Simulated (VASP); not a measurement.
# In (P6/mmm) in VASP: further runs

Runs on In. Level: PBE. Tasks: single point, relaxation of cell and atoms.

Program: VASP 6.6.1. These are calculated values, not measurements. Logs are shortened: lines on timing, memory, paths and dates and some standing lists are left out, and cuts for length are marked.

### 1 The cell of the first run

Symmetry: P6/mmm, No. 191, hexagonal system. The conventional cell has a = 2.426 Å, b = 2.426 Å, c = 2.324 Å, α = 90.00°, β = 90.00°, γ = 120.00°. Within 3.1 Å of In (site symmetry 6/mmm) lie 8 In at 2.32 to 2.43 Å.

This isn't the form of In at room conditions, which is tetragonal.

### 2 Single point, PBE

INCAR

```
  PREC = Accurate
  ENCUT = 520
  EDIFF = 1E-6
  ISMEAR = -1
  SIGMA = 0.05
  LREAL = False
  LASPH = True
  NELM = 100
  ALGO = Normal
  ISIF = 2
  LWAVE = False
  LCHARG = False
  GGA = PE
  NBANDS = 12
```

KPOINTS

```
regular mesh
0
Gamma
  18 18 17
```

POSCAR

```
In
1.0
    2.4262735664      0.0000000000      0.0000000000
   -1.2131367832      2.1012145450      0.0000000000
    0.0000000000      0.0000000000      2.3243661442
In
1
Direct
    0.0000000000      0.0000000000      0.0000000000
```

Potentials or basis: VASP PAW PBE potentials, release 64 (In_d).

Run with:

```console
cat potpaw_PBE.64/In_d/POTCAR > POTCAR
mpirun -np 1 vasp_std > vasp.out
```

OUTCAR:

```text
PREC = Accurate
   ENCUT = 520
   EDIFF = 1E-6
   ISMEAR = -1
   LREAL = False
   LASPH = True
   NELM = 100
   ISIF = 2
   GGA = PE

 ion  position               nearest neighbor table
   1  0.000  0.000  0.000-

  LATTYP: Found a hexagonal cell.
 ALAT       =     2.4262735664
 C/A-ratio  =     0.9579983792

  Lattice vectors:

 A1 = (   2.4262735664,   0.0000000000,   0.0000000000)
 A2 = (  -1.2131367832,   2.1012145450,   0.0000000000)
 A3 = (   0.0000000000,   0.0000000000,   2.3243661442)

Analysis of symmetry for initial positions (statically):
=====================================================================
 Subroutine PRICEL returns:
 Original cell was already a primitive cell.

 Routine SETGRP: Setting up the symmetry group for a
 hexagonal supercell.

 Subroutine GETGRP returns: Found 24 space group operations
 (whereof 24 operations were pure point group operations)
 out of a pool of 24 trial point group operations.

The static configuration has the point symmetry D_6h.

Analysis of symmetry for dynamics (positions and initial velocities):
=====================================================================
 Subroutine PRICEL returns:
 Original cell was already a primitive cell.

 Routine SETGRP: Setting up the symmetry group for a
 hexagonal supercell.

 Subroutine GETGRP returns: Found 24 space group operations
 (whereof 24 operations were pure point group operations)
 out of a pool of 24 trial point group operations.

The dynamic configuration has the point symmetry D_6h.

 Subroutine INISYM returns: Found 24 space group operations
 (whereof 24 operations are pure point group operations),
 and found     1 'primitive' translations

----------------------------------------------------------------------------------------

                                     Primitive cell

  volume of cell :      11.8499

  direct lattice vectors                    reciprocal lattice vectors
     2.426273566  0.000000000  0.000000000     0.412154678  0.237957614  0.000000000
    -1.213136783  2.101214545  0.000000000     0.000000000  0.475915228  0.000000000
     0.000000000  0.000000000  2.324366144     0.000000000  0.000000000  0.430224817

  length of vectors
     2.426273566  2.426273566  2.324366144     0.475915228  0.475915228  0.430224817

[... 81 lines left out ...]
   NSW    =      0    number of steps for IOM
   IBRION =     -1    ionic relax: 0-MD 1-quasi-New 2-CG
   NFREE  =      0    steps in history (QN), initial steepest desc. (CG)
   ISIF   =      2    stress and relaxation
   ISYM   =      2    0-nonsym 1-usesym 2-fastsym
   POTIM  = 0.5000    time-step for ionic-motion
   TEBEG  =    0.0;   TEEND  =   0.0 temperature during run
   PSTRESS=    0.0 pullay stress
   NELECT =      13.0000    total number of electrons
   NUPDOWN=      -1.0000    fix difference up-down
   EMIN   =  10.00;   EMAX   =-10.00  energy-range for DOS
   EFERMI =   0.00;   METHOD = LEGACY
   ISMEAR =    -1;   SIGMA  =   0.05  broadening in eV -4-tet -1-fermi 0-gaus
   EFERMI_NEDOS =   21; number of points for ismear=-14 and -15
   IALGO  =     38    algorithm
   IMIX   =      4    mixing-type and parameters
     AMIX     =   0.40;   BMIX     =  1.00
     AMIX_MAG =   1.60;   BMIX_MAG =  1.00
  volume/ion in A,a.u.               =      11.85        79.97
  Fermi-wavevector in a.u.,A,eV,Ry     =   1.688435  3.190680 38.787668  2.850813
  Thomas-Fermi vector in A             =   2.770742
   LORBIT       =      0    0 simple, 1 ext, 2 COOP (PROOUT), +10 PAW based schemes
   GGA     = PE    functional components
   LHFCALC =     F    Hartree Fock is set to
   AEXX    =    0.0000 exact exchange contribution
   IVDW    =     0    specifies the selected vdW correction
   LEPSILON=     F    determine dielectric tensor
   LRPA    =     F    only Hartree local field effects (RPA)
 non-spin polarized calculation
  energy-cutoff  :      520.00
  volume of cell :       11.85
 maximum number of plane-waves:       332
   NGX =  9   NGY =  9   NGZ =  9

 number of electron      12.9999997 magnetization

 Free energy of the ion-electron system (eV)
  ---------------------------------------------------
  ext. energy  EPLUGINS =         0.00000000
  ---------------------------------------------------
  free energy    TOTEN  =         3.54828911 eV

  energy without entropy =        3.54983214  energy(sigma->0) =        3.54906063

 E-fermi :  21.6023     XC(G=0): -14.6277

 val. band max:       21.5546226694   @ k =   0.3333   0.3333   0.3529
 cond. band min:      21.6041430235   @ k =   0.0556  -0.0000   0.2941
 fundamental gap:      0.0495203542
 Fermi energy:        21.6022712069

 k-point     1 :       0.0000    0.0000    0.0000
  band No.  band energies     occupation
      1       1.5107      2.00000
      2       3.5770      2.00000
      3       3.5770      2.00000
      4       3.8711      2.00000
      5       5.9926      2.00000
      6       5.9926      2.00000
      7      31.6818      0.00000
      8      33.0169      0.00000
      9      38.7698      0.00000
     10      38.7698      0.00000
     11      39.3680      0.00000
     12      43.7547      0.00000
[... 331 lines left out ...]
 k-point    24 :       0.3889    0.1111    0.0000
  band No.  band energies     occupation
      1       2.0000      2.00000
      2       2.8622      2.00000
      3       4.6860      2.00000
      4       5.5908      2.00000
      5       5.6601      2.00000
      6      12.8978      2.00000
      7      18.7867      2.00000
      8      27.2306      0.00000
      9      36.4577      0.00000
     10      40.0982      0.00000
     11      40.5237      0.00000
     12      45.0425      0.00000

 [... further k-points ...]

------------------------ aborting loop because EDIFF is reached ----------------------------------------

  FORCE on cell =-STRESS in cart. coord.  units (eV):
  Direction    XX          YY          ZZ          XY          YZ          ZX
  --------------------------------------------------------------------------------------
  -------------------------------------------------------------------------------------
  Total       20.7666205     20.7666205     20.7863338      0.0000000      0.0000000      0.0000000
  in kB     2807.7711231   2807.7711230   2810.4364734      0.0000000      0.0000000      0.0000000
  external PRESSURE =    2808.6595732 kB  Pullay stress =       0.0000000 kB

 VOLUME and BASIS-vectors are now :
 -----------------------------------------------------------------------------
  energy-cutoff  :      520.00
  volume of cell :       11.85
      direct lattice vectors                 reciprocal lattice vectors
     2.426273566  0.000000000  0.000000000     0.412154678  0.237957614  0.000000000
    -1.213136783  2.101214545  0.000000000     0.000000000  0.475915228  0.000000000
     0.000000000  0.000000000  2.324366144     0.000000000  0.000000000  0.430224817

 POSITION                                       TOTAL-FORCE (eV/Angst)
 -----------------------------------------------------------------------------------
      0.00000      0.00000      0.00000         0.000000      0.000000      0.000000
 -----------------------------------------------------------------------------------
    total drift:                               -0.000000      0.000000      0.000000

  FREE ENERGIE OF THE ION-ELECTRON SYSTEM (eV)
  ---------------------------------------------------
  free  energy   TOTEN  =         3.5482891129 eV

  energy  without entropy=        3.5498321384  energy(sigma->0) =        3.54906063
```

stdout:

```text
POSCAR found type information on POSCAR In
 POSCAR found :  1 types and       1 ions
 scaLAPACK will be used
 LDA part: xc-table for (Slater+PW92), standard interpolation
 POSCAR, INCAR and KPOINTS ok, starting setup
 FFT: planning ... GRIDC
 FFT: planning ... GRID_SOFT
 FFT: planning ... GRID
 WAVECAR not read
 entering main loop
```

Run time: 54 s. Hardware: 1 thread of Intel Xeon 8259CL, shared host; peak memory 0.16 GiB.

What came out:

- Free energy: 3.5483 eV
- Pressure: 280.9 GPa
- Band gap on the k mesh: zero (an odd number of electrons rules out a gap without spin polarisation)

Stress tensor (GPa, compression positive):
```
280.78   0.00   0.00
  0.00 280.78   0.00
  0.00   0.00 281.04
```

Caveat: the cell stands under pressure; spin-orbit coupling is left out, which moves the levels of the heavy elements.

### 3 Single point, PBE

INCAR

```
SYSTEM = In
PREC     = Accurate       ! precision mode
ENCUT    = 520            ! plane-wave cutoff, eV
EDIFF    = 1E-7           ! SCF threshold, eV
ISMEAR   = -1             ! smearing method
SIGMA    = 0.05           ! smearing width, eV
LREAL    = .FALSE.        ! projectors in reciprocal space
LASPH    = .TRUE.         ! aspherical terms in the spheres
NELM     = 80             ! most SCF steps
ALGO     = Normal         ! electronic algorithm
ISIF     = 2              ! what is computed and relaxed
LWAVE    = .FALSE.        ! write WAVECAR
LCHARG   = .FALSE.        ! write CHGCAR
GGA      = PE             ! functional
NBANDS   = 12             ! bands
```

KPOINTS

```
regular mesh
0
G
  18 18 17
  0 0 0
```

POSCAR

```
In
1.0
    2.4261488037      0.0000000000      0.0000000000
   -1.2130744018      2.1011064973      0.0000000000
    0.0000000000      0.0000000000      2.3247366401
In
1
Direct
    0.0000000000      0.0000000000      0.0000000000
```

Potentials or basis: VASP PAW PBE potentials, release 64 (In_d).

Run with:

```console
cat potpaw_PBE.64/In_d/POTCAR > POTCAR
mpirun -np 1 vasp_std > vasp.out
```

It took 76 s on 1 thread of Intel Xeon 8259CL, shared host; peak memory 0.16 GiB.

It converged, with:

```
Free energy            : 3.5471 eV
Pressure               : 281.7 GPa
Band gap on the k mesh : zero (an odd number of electrons rules out a gap without spin polarisation)
```

Levels at points of the mesh, in eV from the Fermi level:
```csv
k point,band 3,band 4,band 5,band 6,band 7,band 8,band 9,band 10
"(0.00, 0.00, 0.00)",-18.02,-17.73,-15.61,-15.61,10.07,11.42,17.17,17.17
"(0.50, 0.00, 0.00)",-17.00,-15.91,-15.36,-8.52,-4.07,7.97,14.40,15.84
```

Caveat: the cell stands under pressure; spin-orbit coupling is left out, which moves the levels of the heavy elements.

### 4 Single point, PBE

This run uses another cell than the first one: it holds 3 atoms, not 1.

INCAR

```
SYSTEM = In
  PREC = Accurate
  ENCUT = 520
  EDIFF = 1E-6
  ISMEAR = -1
  SIGMA = 0.05
  LREAL = .False.
  LASPH = .True.
  NELM = 60
  ALGO = Normal
  ISIF = 2
  LWAVE = .False.
  LCHARG = .False.
  GGA = PE
  NBANDS = 26
```

KPOINTS

```
Automatic mesh
0
Gamma
  9 9 13
  0 0 0
```

POSCAR

```
In
1.0
    4.0763999117      0.0000000000      0.0000000000
   -2.0381999559      3.5302658795      0.0000000000
    0.0000000000      0.0000000000      2.4339106796
In
3
Direct
    0.0000000000      0.0000000000      0.0000000000
    0.3333333333      0.6666666667      0.5000000000
    0.6666666667      0.3333333333      0.5000000000
```

Run with:

```console
cat potpaw_PBE.64/In_d/POTCAR > POTCAR
mpirun -np 1 vasp_std > vasp.out
```

It took 92 s on 1 thread of Intel Xeon 8259CL, shared host; peak memory 0.18 GiB.

The run converged. Its results:

* Free energy: 10.3257 eV
* Pressure: 281.5 GPa
* Band gap on the k mesh: zero (an odd number of electrons rules out a gap without spin polarisation)

Stress tensor (GPa, compression positive):
```
281.41   0.00   0.00
  0.00 281.41   0.00
  0.00   0.00 281.63
```

Levels at points of the mesh, in eV from the Fermi level:
```csv
k point,band 16,band 17,band 18,band 19,band 20,band 21,band 22,band 23
"(0.00, 0.00, 0.00)",-16.01,-3.31,-3.31,-3.25,-3.25,-1.96,-1.69,7.01
```

Caveat: the cell stands under pressure; spin-orbit coupling is left out, which moves the levels of the heavy elements.

### 5 Single point, PBE

This run uses another cell than the first one: it holds 3 atoms, not 1.

INCAR

```
PREC = Accurate
ENCUT = 520
EDIFF = 1E-6
ISMEAR = -1
SIGMA = 0.05
LREAL = False
LASPH = True
NELM = 100
ALGO = Normal
ISIF = 2
LWAVE = False
LCHARG = False
GGA = PE
NBANDS = 26
```

KPOINTS

```
regular mesh
0
Gamma
  9 9 13
```

POSCAR

```
In
1.0
    4.0759353473      0.0000000000      0.0000000000
   -2.0379676737      3.5298635549      0.0000000000
    0.0000000000      0.0000000000      2.4338768129
In
3
Direct
    0.0000000000      0.0000000000      0.0000000000
    0.3333333333      0.6666666667      0.5000000000
    0.6666666667      0.3333333333      0.5000000000
```

Run with:

```console
cat potpaw_PBE.64/In_d/POTCAR > POTCAR
mpirun -np 1 vasp_std > vasp.out
```

Wall time 88 s (1 thread of Intel Xeon 8259CL, shared host); peak memory 0.18 GiB.

Results (log left out):

```
Free energy            : 10.3406 eV
Pressure               : 281.7 GPa
Band gap on the k mesh : zero (an odd number of electrons rules out a gap without spin polarisation)
```

Stress tensor (GPa, compression positive):
```
281.70   0.00   0.00
  0.00 281.70   0.00
  0.00   0.00 281.81
```

Levels at points of the mesh, in eV from the Fermi level:
```tsv
k point	band 17	band 18	band 19	band 20	band 21	band 22
(0.00, 0.00, 0.00)	-3.31	-3.31	-3.25	-3.25	-1.95	-1.69
```

Caveat: the cell stands under pressure; spin-orbit coupling is left out, which moves the levels of the heavy elements.

### 6 Relaxation of cell and atoms, PBE, target pressure 280 GPa, at which the enthalpy is minimised

This run uses another cell than the first one: it holds 3 atoms, not 1.

INCAR

```
ALGO = Normal
EDIFF = 1E-6
EDIFFG = -0.005
ENCUT = 600
GGA = PE
IBRION = 2
ISIF = 3
ISMEAR = -1
LASPH = T
LCHARG = F
LREAL = F
LWAVE = F
NELM = 80
NSW = 32
PREC = Accurate
PSTRESS = 2800.0
SIGMA = 0.05
```

KPOINTS

```
k-points
0
Gamma
  9 9 13
```

POSCAR

```
In
1.0
    4.0763999117      0.0000000000      0.0000000000
   -2.0381999559      3.5302658795      0.0000000000
    0.0000000000      0.0000000000      2.4339106796
In
3
Direct
    0.0000000000      0.0000000000      0.0000000000
    0.3333333333      0.6666666667      0.5000000000
    0.6666666667      0.3333333333      0.5000000000
```

Potentials or basis: VASP PAW PBE potentials, release 64 (In_d).

Run with:

```console
cat potpaw_PBE.64/In_d/POTCAR > POTCAR
mpirun -np 1 vasp_std > vasp.out
```

It took 2.3 min on 1 thread of Intel Xeon Platinum 8488C (Sapphire Rapids), shared host; peak memory 0.21 GiB.

It converged, with:

```yaml
Free_energy: 10.2298 eV
Relaxed_volume: 11.69 Å³/atom
Relaxed_cell: a = 4.078 Å, b = 4.078 Å, c = 2.435 Å, α = 90.00°, β = 90.00°, γ = 120.00°
Space_group_after_relaxing_to_0.1_Å: P6/mmm (No. 191)
Energy_change_on_relaxing_the_run_minimises_the_enthalpy: -31.7 meV/atom
Ionic_steps: 4
Pressure_after_relaxing: 280.0 GPa
```

Stress tensor (GPa, compression positive):
```
279.94   0.00   0.00
  0.00 279.94   0.00
  0.00   0.00 280.06
```

Step by step:
```csv
step,energy change (eV),largest force (eV/Å),pressure (GPa),volume (Å³)
1,0.0000,0.0000,281.60,35.03
2,-1.0100,0.0000,264.71,35.62
3,-0.0931,0.0000,280.02,35.08
4,-0.0950,0.0000,279.98,35.08
```

Final structure:
```
CELL_PARAMETERS angstrom
4.07840 0.00000 0.00000
-2.03920 3.53200 0.00000
0.00000 0.00000 2.43528
ATOMIC_POSITIONS crystal
In 0.00000 0.00000 0.00000
In 0.33333 0.66667 0.50000
In 0.66667 0.33333 0.50000
```

Levels at points of the mesh, in eV from the Fermi level:
| k point | band 16 | band 17 | band 18 | band 19 | band 20 | band 21 | band 22 | band 23 |
| --- | --- | --- | --- | --- | --- | --- | --- | --- |
| (0.00, 0.00, 0.00) | -16.00 | -3.31 | -3.31 | -3.24 | -3.24 | -1.96 | -1.69 | 7.00 |

Caveat: the cell is relaxed towards a set pressure, so the run minimises the enthalpy, not the energy; the highest band is partly filled, so the run has too few bands; spin-orbit coupling is left out, which moves the levels of the heavy elements.

(Continued in part 2 of 2.)

The gap in the log of VASP goes by the Fermi energy; the results here count the filled bands.